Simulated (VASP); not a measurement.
Here is a VASP 6.6.1 calculation.

File POSCAR:

```
Sr
1.0
    4.1376002118      0.0000000000      0.0000000000
   -2.0688001059      3.5832668942      0.0000000000
    0.0000000000      0.0000000000      7.0500000000
Sr
2
Direct
    0.3333333333      0.6666666667      0.2500000000
    0.6666666667      0.3333333333      0.7500000000
```

INCAR.step1

```
  PREC = Accurate
  ENCUT = 520
  ISMEAR = 0
  SIGMA = 0.15
  LREAL = False
  LASPH = True
  NELM = 60
  NBANDS = 17
  GGA = PE
  ALGO = Normal
  EDIFF = 1E-4
  LWAVE = True
  LCHARG = False
```

The input INCAR.step2:

```
  PREC = Accurate
  ENCUT = 520
  EDIFF = 1E-7
  ISMEAR = 0
  SIGMA = 0.15
  LREAL = False
  LASPH = True
  NELM = 60
  ALGO = Normal
  ISIF = 2
  LWAVE = False
  LCHARG = False
  METAGGA = R2SCAN
  LMIXTAU = True
  NBANDS = 17
  ISTART = 1
```

File KPOINTS:

```
Automatic mesh
0
Gamma
  12 12 8
```

Potentials or basis: VASP PAW PBE potentials, release 64 (Sr_sv).

Run with:

```console
$ cat potpaw_PBE.64/Sr_sv/POTCAR > POTCAR
$ cp INCAR.step1 INCAR
$ mpirun -np 1 vasp_std > vasp.out
$ cp INCAR.step2 INCAR
$ mpirun -np 1 vasp_std > vasp.out
```

Estimate the pressure.

1.2 GPa.

What does it give for the band gap on the k mesh?

Zero (bands 10 and 11 overlap by 0.40 eV).

Stress tensor (GPa, compression positive):
```
1.49 0.00 0.00
0.00 1.49 0.00
0.00 0.00 0.66
```

Caveat: the cell differs from its parent crystal (strain -0.040 along x and y, +0.000 along z); the PAW data sets were made with another functional, which shifts forces and pressure a little.
